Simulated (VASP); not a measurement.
## InPd: single point with PBE

Crystal: InPd.

```xyz
2
Lattice="3.4209 0.0000 0.0000 0.0000 3.4209 0.0000 0.0000 0.0000 3.0739" Properties=species:S:1:pos:R:3 pbc="T T T"
In   -0.0921    0.0000    0.0000
Pd    1.8098    1.7105    1.5369
```

This cell differs from its parent crystal: atoms displaced along a vibrational mode, the cell strained.

```yaml
Program: VASP 6.6.1
Task: single point
Functional: PBE
Potentials_or_basis: VASP PAW PBE potentials, release 64 (In_d, Pd)
Cutoff: 520 eV
k_mesh: 14 × 14 × 14
Occupations: gaussian, width 0.15 eV
Spin: no spin polarisation
Dipole_correction: no
Further_INCAR_settings: ALGO = Fast; EDIFF = 1e-06; NBANDS = 18
```

| Quantity | Value |
| --- | --- |
| Pressure | 2.4 GPa |
| Largest force | 0.729 eV/Å |
| Band gap on the k mesh | zero (an odd number of electrons rules out a gap without spin polarisation) |

Forces in eV/Å, atoms in the order of the input:
```
In   0.729  0.000  0.000
Pd  -0.729  0.000  0.000
```

Stress tensor (GPa, compression positive):
```
0.21 0.00 0.00
0.00 1.60 0.00
0.00 0.00 5.40
```

Levels at points of the mesh, in eV from the Fermi level:
```csv
k point,band 10,band 11,band 12,band 13,band 14,band 15
"(0.00, 0.00, 0.00)",-2.16,-2.15,3.21,3.36,6.25,7.99
"(0.50, 0.00, 0.00)",-2.76,-2.21,-1.45,8.01,8.91,9.58
"(0.00, 0.50, 0.00)",-2.79,-2.18,-1.51,7.49,9.09,9.67
"(0.50, 0.50, 0.00)",-2.44,-2.40,-1.94,0.85,1.64,10.91
"(0.00, 0.00, 0.50)",-3.35,-2.47,-0.46,8.38,9.19,9.54
"(0.50, 0.00, 0.50)",-2.24,-1.80,-1.61,1.45,2.81,8.71
"(0.00, 0.50, 0.50)",-2.19,-1.69,-1.64,1.45,2.84,8.80
"(0.50, 0.50, 0.50)",-1.51,-0.07,2.99,3.43,3.81,4.23
```

Run time: 2.2 min on 1 thread of Intel(R) Xeon(R) 6975P-C (Granite Rapids) (shared host), peak memory 0.43 GiB.

Caveat: the cell differs from its parent crystal (atoms displaced along a vibrational mode, the cell strained); the stress differs along the axes, from 0 to 5 GPa; spin-orbit coupling is left out, which moves the levels of the heavy elements.
